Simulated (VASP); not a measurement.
# Ge (P-3m1) in VASP: notebook

Ge is run at these levels: PBE; tasks: single point.

Everything below comes from runs of VASP 6.6.1. Logs are shortened: lines on timing, memory, paths and dates and some standing lists are left out, and cuts for length are marked.

### 1 The cell of the first run

The structure is trigonal, space group P-3m1 (No. 164). The conventional cell has a = 4.019 Å, b = 4.019 Å, c = 3.202 Å, α = 90.00°, β = 90.00°, γ = 120.00°. Ge (site symmetry 3m) has 8 Ge at 2.57 to 3.20 Å within 3.4 Å.

### 2 Single point, PBE

Contents of INCAR:

```
SYSTEM = Ge
PREC = Accurate
ENCUT = 520
EDIFF = 1E-6
ISMEAR = 0
SIGMA = 0.2
LREAL = .FALSE.
LASPH = .TRUE.
NELM = 60
ALGO = Normal
ISIF = 2
LWAVE = .FALSE.
LCHARG = .FALSE.
GGA = PE
NBANDS = 36
```

Contents of KPOINTS:

```
regular mesh
0
G
  6 6 4
  0 0 0
```

Contents of POSCAR:

```
Ge
1.0
    0.0000000000      0.0000000000     -3.2017629016
    2.0093568625     -3.4803081763      0.0000000000
   -6.0280705874     -3.4803081763      0.0000000000
Ge
4
Direct
    0.8281288317      1.0000000000      0.6666666667
    0.8281288317      0.5000000000      0.1666666667
    0.1718711683      0.5000000000      0.8333333333
    0.1718711683      1.0000000000      0.3333333333
```

Potentials or basis: VASP PAW PBE potentials, release 64 (Ge_d).

Launch:

```sh
$ cat potpaw_PBE.64/Ge_d/POTCAR > POTCAR
$ mpirun -np 1 vasp_std > vasp.out
```

OUTCAR:

```text
SYSTEM = Ge
   PREC = Accurate
   ENCUT = 520
   EDIFF = 1E-6
   ISMEAR = 0
   LREAL = .FALSE.
   LASPH = .TRUE.
   NELM = 60
   ISIF = 2
   GGA = PE

 ion  position               nearest neighbor table
   1  0.828  0.000  0.667-   3 2.57   3 2.57   4 2.57
   2  0.828  0.500  0.167-   4 2.57   4 2.57   3 2.57
   3  0.172  0.500  0.833-   1 2.57   1 2.57   2 2.57
   4  0.172  0.000  0.333-   2 2.57   2 2.57   1 2.57

  LATTYP: Found a simple orthorhombic cell.
 ALAT       =     3.2017629016
 B/A-ratio  =     1.2551565648
 C/A-ratio  =     2.1739949417

  Lattice vectors:

 A1 = (   0.0000000000,   0.0000000000,  -3.2017629016)
 A2 = (   2.0093568625,  -3.4803081763,   0.0000000000)
 A3 = (  -6.0280705874,  -3.4803081763,   0.0000000000)

Analysis of symmetry for initial positions (statically):
=====================================================================
 Subroutine PRICEL returns following result:

  LATTYP: Found a hexagonal cell.
 ALAT       =     4.0187137249
 C/A-ratio  =     0.7967133567

  Lattice vectors:

 A1 = (  -2.0093568625,   3.4803081763,   0.0000000000)
 A2 = (   4.0187137249,   0.0000000000,   0.0000000000)
 A3 = (   0.0000000000,   0.0000000000,  -3.2017629016)

   2 primitive cells build up your supercell.

 Routine SETGRP: Setting up the symmetry group for a
 simple orthorhombic supercell.

 Subroutine GETGRP returns: Found  4 space group operations
 (whereof  4 operations were pure point group operations)
 out of a pool of  8 trial point group operations.

The static configuration has the point symmetry C_2h.

Analysis of symmetry for dynamics (positions and initial velocities):
=====================================================================
 Subroutine PRICEL returns following result:

  LATTYP: Found a hexagonal cell.
 ALAT       =     4.0187137249
 C/A-ratio  =     0.7967133567

  Lattice vectors:

 A1 = (  -2.0093568625,   3.4803081763,   0.0000000000)
 A2 = (   4.0187137249,   0.0000000000,   0.0000000000)
 A3 = (   0.0000000000,   0.0000000000,  -3.2017629016)

   2 primitive cells build up your supercell.

 Routine SETGRP: Setting up the symmetry group for a
 simple orthorhombic supercell.

 Subroutine GETGRP returns: Found  4 space group operations
 (whereof  4 operations were pure point group operations)
 out of a pool of  8 trial point group operations.

The dynamic configuration has the point symmetry C_2h.

 Subroutine INISYM returns: Found  4 space group operations
 (whereof  4 operations are pure point group operations),
 and found     2 'primitive' translations

----------------------------------------------------------------------------------------

                                     Primitive cell

  volume of cell :      44.7810

  direct lattice vectors                    reciprocal lattice vectors
    -2.009356862  3.480308176  0.000000000     0.000000000  0.287330877  0.000000000
     4.018713725  0.000000000  0.000000000     0.248835839  0.143665438  0.000000000
     0.000000000  0.000000000 -3.201762902     0.000000000  0.000000000 -0.312327936

  length of vectors
     4.018713725  4.018713725  3.201762902     0.287330877  0.287330877  0.312327936

  position of ions in fractional coordinates (direct lattice)
     0.333333333  0.666666667  0.828128832
     0.666666667  0.333333333  0.171871168

  ion indices of the primitive-cell ions
   primitive index   ion index
                 1           1
                 2           4

----------------------------------------------------------------------------------------

 KPOINTS: regular mesh

Automatic generation of k-mesh.
 Grid dimensions read from file:
 generate k-points for:    6    6    4

 Generating k-lattice:

  Cartesian coordinates                     Fractional coordinates (reciprocal lattice)
     0.000000000  0.000000000 -0.052054656     0.166666667  0.000000000  0.000000000
     0.020736320 -0.035916360  0.000000000     0.000000000  0.166666667  0.000000000
    -0.031104480 -0.017958180  0.000000000     0.000000000 -0.000000000  0.250000000

  Length of vectors
     0.052054656  0.041472640  0.035916360

  Shift w.r.t. Gamma in fractional coordinates (k-lattice)
     0.000000000  0.000000000  0.000000000

 Subroutine IBZKPT returns following result:
 ===========================================

 Found     56 irreducible k-points:

 Following reciprocal coordinates:
            Coordinates               Weight
  0.000000  0.000000  0.000000      1.000000
  0.166667  0.000000  0.000000      2.000000
  0.333333  0.000000  0.000000      2.000000
  0.500000  0.000000  0.000000      1.000000
  0.000000  0.166667 -0.000000      2.000000
  0.166667  0.166667 -0.000000      4.000000
[... 16 lines left out ...]
  0.000000  0.166667  0.250000      4.000000
  0.166667  0.166667  0.250000      4.000000
 [... further k-points ...]
   k-points           NKPTS =     56   k-points in BZ     NKDIM =     56   number of bands    NBANDS=     36
   number of dos      NEDOS =    301   number of ions     NIONS =      4
   total plane-waves  NPLWV =  38880
   dimension x,y,z NGX =    24 NGY =   30 NGZ =   54
   dimension x,y,z NGXF=    48 NGYF=   60 NGZF=  108
   ions per type =               4
   NGX,Y,Z   is equivalent  to a cutoff of  12.46, 12.41, 12.90 a.u.
   NGXF,Y,Z  is equivalent  to a cutoff of  24.92, 24.82, 25.79 a.u.
 SYSTEM =  Ge
   PREC   = accura    normal or accurate (medium, high low for compatibility)
   ISTART =      0    job   : 0-new  1-cont  2-samecut
   ICHARG =      2    charge: 1-file 2-atom 10-const
   ISPIN  =      1    spin polarized calculation?
   LNONCOLLINEAR =      F non collinear calculations
   LSORBIT =      F    spin-orbit coupling
   LASPH  =      T    aspherical Exc in radial PAW
   ENCUT  =  520.0 eV  38.22 Ry    6.18 a.u.   5.95  7.47 12.94*2*pi/ulx,y,z
   NELM   =     60;   NELMIN=  2; NELMDL= -5     # of ELM steps
   EDIFF  = 0.1E-05   stopping-criterion for ELM
   LREAL  =      F    real-space projection
[... 7 lines left out ...]
   TEBEG  =    0.0;   TEEND  =   0.0 temperature during run
   PSTRESS=    0.0 pullay stress
   NELECT =      56.0000    total number of electrons
   NUPDOWN=      -1.0000    fix difference up-down
   EMIN   =  10.00;   EMAX   =-10.00  energy-range for DOS
   EFERMI =   0.00;   METHOD = LEGACY
   ISMEAR =     0;   SIGMA  =   0.20  broadening in eV -4-tet -1-fermi 0-gaus
   EFERMI_NEDOS =   21; number of points for ismear=-14 and -15
   IALGO  =     38    algorithm
   IMIX   =      4    mixing-type and parameters
     AMIX     =   0.40;   BMIX     =  1.00
     AMIX_MAG =   1.60;   BMIX_MAG =  1.00
  volume/ion in A,a.u.               =      22.39       151.10
  Fermi-wavevector in a.u.,A,eV,Ry     =   1.399897  2.645422 26.663509  1.959713
  Thomas-Fermi vector in A             =   2.522911
   LORBIT       =      0    0 simple, 1 ext, 2 COOP (PROOUT), +10 PAW based schemes
   GGA     = PE    functional components
   LHFCALC =     F    Hartree Fock is set to
   AEXX    =    0.0000 exact exchange contribution
   IVDW    =     0    specifies the selected vdW correction
   LEPSILON=     F    determine dielectric tensor
   LRPA    =     F    only Hartree local field effects (RPA)
 non-spin polarized calculation
 Gauss-broadening in eV      SIGMA  =   0.20
  energy-cutoff  :      520.00
  volume of cell :       89.56
 maximum number of plane-waves:      2436
 NGX is ok and might be reduce to    24

 number of electron      55.9999999 magnetization

 Free energy of the ion-electron system (eV)
  ---------------------------------------------------
  ext. energy  EPLUGINS =         0.00000000
  ---------------------------------------------------
  free energy    TOTEN  =       -16.86903694 eV

  energy without entropy =      -16.83823013  energy(sigma->0) =      -16.85363354

 E-fermi :   4.7800     XC(G=0): -10.2035

 val. band max:        4.7679205117   @ k =   0.3333   0.0000   0.2500
 cond. band min:       4.8007963896   @ k =   0.1667  -0.1667  -0.2500
 fundamental gap:      0.0328758779
 Fermi energy:         4.7800068704

 k-point     1 :       0.0000    0.0000    0.0000
  band No.  band energies     occupation
      1     -19.7312      2.00000
      2     -19.7284      2.00000
      3     -19.7260      2.00000
      4     -19.7164      2.00000
      5     -19.7002      2.00000
      6     -19.6859      2.00000
[... 28 lines left out ...]
     35      11.6336      0.00000
     36      12.0415      0.00000

 k-point     2 :       0.1667    0.0000    0.0000
  band No.  band energies     occupation
      1     -19.7337      2.00000
      2     -19.7319      2.00000
      3     -19.7313      2.00000
      4     -19.7081      2.00000
      5     -19.6847      2.00000
      6     -19.6819      2.00000
[... 28 lines left out ...]
     35      12.0331      0.00000
     36      12.0349      0.00000

 k-point     3 :       0.3333    0.0000    0.0000
  band No.  band energies     occupation
      1     -19.7427      2.00000
      2     -19.7404      2.00000
      3     -19.7329      2.00000
      4     -19.6952      2.00000
      5     -19.6828      2.00000
      6     -19.6804      2.00000
[... 28 lines left out ...]
     35       9.4953      0.00000
     36      11.2083      0.00000

 k-point     4 :       0.5000    0.0000    0.0000
  band No.  band energies     occupation
      1     -19.7464      2.00000
      2     -19.7442      2.00000
      3     -19.7330      2.00000
      4     -19.6942      2.00000
      5     -19.6917      2.00000
      6     -19.6896      2.00000
[... 28 lines left out ...]
     35       8.5695      0.00000
     36       9.3874      0.00000

 k-point     5 :       0.0000    0.1667   -0.0000
  band No.  band energies     occupation
      1     -19.7342      2.00000
      2     -19.7302      2.00000
      3     -19.7269      2.00000
      4     -19.7131      2.00000
      5     -19.6917      2.00000
      6     -19.6882      2.00000
[... 655 lines left out ...]
 k-point    22 :       0.5000    0.0000    0.2500
  band No.  band energies     occupation
      1     -19.7449      2.00000
      2     -19.7397      2.00000
      3     -19.7355      2.00000
      4     -19.7056      2.00000
      5     -19.6888      2.00000
      6     -19.6881      2.00000
[... 28 lines left out ...]
     35       9.3189      0.00000
     36       9.5475      0.00000

 k-point    23 :       0.0000    0.1667    0.2500
  band No.  band energies     occupation
      1     -19.7334      2.00000
      2     -19.7301      2.00000
      3     -19.7274      2.00000
      4     -19.7183      2.00000
      5     -19.6854      2.00000
      6     -19.6824      2.00000
[... 28 lines left out ...]
     35      10.4105      0.00000
     36      12.9802      0.00000

 k-point    24 :       0.1667    0.1667    0.2500
  band No.  band energies     occupation
      1     -19.7345      2.00000
      2     -19.7327      2.00000
      3     -19.7262      2.00000
      4     -19.7129      2.00000
      5     -19.6808      2.00000
      6     -19.6740      2.00000
[... 28 lines left out ...]
     35      10.3581      0.00000
     36      11.5901      0.00000

 [... further k-points ...]
[... 5 lines left out ...]
  --------------------------------------------------------------------------------------
  -------------------------------------------------------------------------------------
  Total       -0.4635903     -0.3193089      0.7180759     -0.1249513      0.0273884      0.0474381
  in kB       -8.2931775     -5.7121247     12.8456779     -2.2352573      0.4899513      0.8486214
  external PRESSURE =      -0.3865414 kB  Pullay stress =       0.0000000 kB

 VOLUME and BASIS-vectors are now :
 -----------------------------------------------------------------------------
  energy-cutoff  :      520.00
  volume of cell :       89.56
      direct lattice vectors                 reciprocal lattice vectors
     0.000000000  0.000000000 -3.201762902     0.000000000  0.000000000 -0.312327936
     2.009356862 -3.480308176  0.000000000     0.124417919 -0.215498158  0.000000000
    -6.028070587 -3.480308176  0.000000000    -0.124417919 -0.071832719  0.000000000

 POSITION                                       TOTAL-FORCE (eV/Angst)
 -----------------------------------------------------------------------------------
     -4.01871     -2.32021     -2.65147         0.027703      0.015994      0.057709
     -0.00000     -2.32021     -2.65147         0.027703      0.015994      0.057709
     -4.01871     -4.64041     -0.55029        -0.027703     -0.015994     -0.057709
     -2.00936     -1.16010     -0.55029        -0.027703     -0.015994     -0.057709
 -----------------------------------------------------------------------------------
    total drift:                                0.000000      0.000000      0.000000

  FREE ENERGIE OF THE ION-ELECTRON SYSTEM (eV)
  ---------------------------------------------------
  free  energy   TOTEN  =       -16.8690369388 eV

  energy  without entropy=      -16.8382301328  energy(sigma->0) =      -16.85363354
```

Wall time 45 s (1 thread of Intel Xeon 6975P-C (Granite Rapids), shared host); peak memory 0.26 GiB.

Results:

```
Free energy            : -16.8690 eV
Pressure               : 0.0 GPa
Largest force          : 0.066 eV/Å
Band gap on the k mesh : zero (band 28 reaches 7.75 eV, above the bottom of band 29 at 3.27 eV)
```

Forces in eV/Å, atoms in the order of the input:
```
Ge   0.028  0.016  0.058
Ge   0.028  0.016  0.058
Ge  -0.028 -0.016 -0.058
Ge  -0.028 -0.016 -0.058
```

### 3 Single point, PBE

This run uses another cell than the first one: it holds 2 atoms, not 4.

Contents of INCAR:

```
ALGO = Normal
EDIFF = 1E-6
ENCUT = 520
GGA = PE
ISIF = 2
ISMEAR = 0
LASPH = True
LCHARG = True
LELF = True
LREAL = False
LVHAR = True
LWAVE = False
NBANDS = 21
NELM = 80
PREC = Accurate
SIGMA = 0.1
```

Contents of KPOINTS:

```
k-points
0
Gamma
  18 18 18
```

Contents of POSCAR:

```
Ge
1.0
    4.0187137249      0.0000000000      0.0000000000
   -2.0093568625      3.4803081763      0.0000000000
    0.0000000000      0.0000000000      3.2017629016
Ge
2
Direct
    0.6666666667      0.3333333333      0.1718711683
    0.3333333333      0.6666666667      0.8281288317
```

Potentials or basis: VASP PAW PBE potentials, release 64 (Ge_d).

Launch:

```sh
$ cat potpaw_PBE.64/Ge_d/POTCAR > POTCAR
$ mpirun -np 1 vasp_std > vasp.out
```

Run time: 2.5 min. Hardware: 1 thread of Intel Xeon 6975P-C (Granite Rapids), shared host; peak memory 0.5 GiB.

The run converged. Its results:

- Free energy: -8.4469 eV
- Pressure: 0.0 GPa
- Band gap on the k mesh: zero (band 14 reaches 8.46 eV, above the bottom of band 15 at 2.20 eV)

Levels at points of the mesh, in eV from the Fermi level:
```tsv
k point	band 10	band 11	band 12	band 13	band 14	band 15	band 16	band 17	band 18	band 19
(0.00, 0.00, 0.00)	-24.36	-12.27	-2.38	-1.02	-1.02	2.23	2.98	2.98	4.44	6.78
(0.50, 0.00, 0.00)	-24.35	-10.20	-8.35	-2.65	-0.36	3.68	4.67	7.18	8.29	8.37
(0.00, 0.00, 0.50)	-24.36	-9.83	-7.09	1.01	1.01	1.51	2.66	3.71	3.71	7.64
(0.50, 0.00, 0.50)	-24.35	-7.87	-6.38	-4.26	-2.77	-0.39	2.82	3.14	4.53	12.14
```
